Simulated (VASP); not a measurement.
A run of VASP 6.6.1:

File INCAR:

```
  PREC = Accurate
  ENCUT = 520
  EDIFF = 1E-6
  ISMEAR = 0
  SIGMA = 0.1
  LREAL = F
  LASPH = T
  NELM = 100
  ALGO = Normal
  ISIF = 2
  LWAVE = F
  LCHARG = F
  GGA = PE
  NBANDS = 29
```

The input KPOINTS:

```
Automatic mesh
0
Gamma
  4 4 4
```

The input POSCAR:

```
CdSi2
1.0
   -3.0688154116      3.0688154116      3.1141091288
    3.0688154116     -3.0688154116      3.1141091288
    3.0688154116      3.0688154116     -3.1141091288
Cd Si
2 4
Direct
    0.2500000000      0.2500000000      0.0000000000
    0.7500000000      0.7500000000      0.0000000000
    0.6379604495      0.1379604495      0.7759208989
    0.1379604495      0.3620395505      0.5000000000
    0.3620395505      0.8620395505      0.2240791011
    0.8620395505      0.6379604495      0.5000000000
```

Potentials or basis: VASP PAW PBE potentials, release 64 (Cd, Si).

Command:

```bash
$ cat potpaw_PBE.64/Cd/POTCAR potpaw_PBE.64/Si/POTCAR > POTCAR
$ mpirun -np 1 vasp_std > vasp.out
```

Hardware: 1 thread of Intel Xeon 8259CL (shared host).

Problem. How long does it take, and how much memory?

Solution. It took 94 s on 1 thread of Intel Xeon 8259CL (shared host), peak memory 0.25 GiB. Counts: scf iterations 13, k points 13.
